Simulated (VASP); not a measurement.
Wanted: the native input for a VASP 6.6.1 run.

- Task: single point
- Functional: LDA
- Potentials or basis: VASP PAW LDA potentials, release 64 (Hf_pv, N)
- Cutoff: 520 eV
- k mesh: 14 × 14 × 10
- Occupations: gaussian, width 0.15 eV
- Spin: no spin polarisation
- Dipole correction: no
- Further INCAR settings: ALGO = Normal; EDIFF = 1e-06; NBANDS = 23

The structure of HfN lies in POSCAR:

```
HfN
1.0
    0.0000000000     -2.2339756809     -2.2339756809
    0.0000000000      2.2339756809     -2.2339756809
    4.4679513618      0.0000000000      0.0000000000
Hf N
2 2
Direct
    0.5040676664      0.4959323336      0.5000000000
   -0.0040676664      0.0040676664      0.0000000000
    0.4828480858      0.5171519142      0.0000000000
    0.0171519142     -0.0171519142      0.5000000000
```

This cell differs from its parent crystal: atoms displaced along several vibrational modes.

The input as run:

INCAR

```
PREC = Accurate
ENCUT = 520
EDIFF = 1E-6
ISMEAR = 0
SIGMA = 0.15
LREAL = F
LASPH = T
NELM = 60
ALGO = Normal
ISIF = 2
LWAVE = F
LCHARG = T
LELF = T
LVHAR = T
NBANDS = 23
```

KPOINTS

```
Automatic mesh
0
Gamma
  14 14 10
```

Potentials or basis: VASP PAW LDA potentials, release 64 (Hf_pv, N).

Run with:

```bash
$ cat potpaw_LDA.64/Hf_pv/POTCAR potpaw_LDA.64/N/POTCAR > POTCAR
$ mpirun -np 1 vasp_std > vasp.out
```

It gave:

```
Pressure               : -0.7 GPa
Largest force          : 0.942 eV/Å
Band gap on the k mesh : zero (bands 15 and 16 overlap by 6.57 eV)
```

Caveat: the cell differs from its parent crystal (atoms displaced along several vibrational modes); spin-orbit coupling is left out, which moves the levels of the heavy elements.

Run time: 5.9 min on 1 thread of Intel Xeon 8259CL (shared host), peak memory 0.38 GiB.
